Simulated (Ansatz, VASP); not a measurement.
# One calculation of BaY3Si, two programs

The input INCAR:

```
SYSTEM = BaY3Si
ALGO = Normal
EDIFF = 1E-6
EDIFFG = -0.04
ENCUT = 600
GGA = PE
IBRION = 2
ISIF = 3
ISMEAR = 0
LASPH = .TRUE.
LCHARG = .FALSE.
LREAL = .FALSE.
LWAVE = .FALSE.
NELM = 60
NSW = 90
PREC = Accurate
SIGMA = 0.1
```

File KPOINTS:

```
k-points
0
G
  6 6 2
  0 0 0
```

Contents of POSCAR:

```
BaY3Si
1.0
    4.3502217400      0.0000000000      0.0000000000
   -2.1751108700      3.7674025400      0.0000000000
    0.0000000000      0.0000000000      8.3562459100
Ba Y Si
1 3 1
Direct
    0.6666666700      0.3333333300      0.5000000000
    0.3333333300      0.6666666700      0.5000000000
    0.6666666700      0.3333333300      0.1809672000
    0.6666666700      0.3333333300      0.8190328000
    0.3333333300      0.6666666700      0.0000000000
```

Input for Ansatz:

```yaml
crystal:
  lattice:
    - [4.35022174, 0.0, 0.0]
    - [-2.17511087, 3.76740254, 0.0]
    - [0.0, 0.0, 8.35624591]
  atoms:
    - { symbol: Ba, position: [0.66666667, 0.33333333, 0.5] }
    - { symbol: "Y", position: [0.33333333, 0.66666667, 0.5] }
    - { symbol: "Y", position: [0.66666667, 0.33333333, 0.1809672] }
    - { symbol: "Y", position: [0.66666667, 0.33333333, 0.8190328] }
    - { symbol: Si, position: [0.33333333, 0.66666667, 0.0] }
basis:
  ecutwfc: 420
kpoints:
  mp_grid: { grid: [6, 6, 2] }
hamiltonian:
  xc: pbe
scf:
  occupations: { method: gaussian, width: 0.1 }
  lower_state_search: "off"
output:
  forces: true
  stress: true
  eigenvalues: true
relax:
  adjacent_minimum: "off"
  f_tol: 0.04
  max_steps: 70
  cell: { stress_tol: 0.4 }
```

Alike in both runs: task relaxation of cell and atoms; functional PBE; k mesh 6 × 6 × 2; occupations gaussian, width 0.1 eV; no spin polarisation.

|  | VASP | Ansatz |
| --- | --- | --- |
| version | VASP 6.6.1 | Ansatz 0.2.0 |
| potentials or method | VASP PAW PBE potentials, release 64 (Ba_sv, Y_sv, Si), cutoff 600 eV | scalar-relativistic, plane waves, PAW |
| valence electrons in the cell | 47 | 47 |

|  | VASP | Ansatz | Ansatz less VASP |
| --- | --- | --- | --- |
| gap on the k mesh at the Fermi level, each at its own relaxed structure (eV) | none | none | - |
| relaxed volume (Å³/atom) | 35.00 | 34.37 | -0.631 |
| relaxed cell length with the largest relative difference (Å) | 4.762 | 4.720 | -0.0412 |

A gap of «none» marks a metal or a gap that the smearing closes.

The k mesh is coarse, so the values compare programs but aren't converged. Spin-orbit coupling is off throughout. Noted on VASP's run: the volume moved by over 15 % at a fixed basis, so the end points are rough.
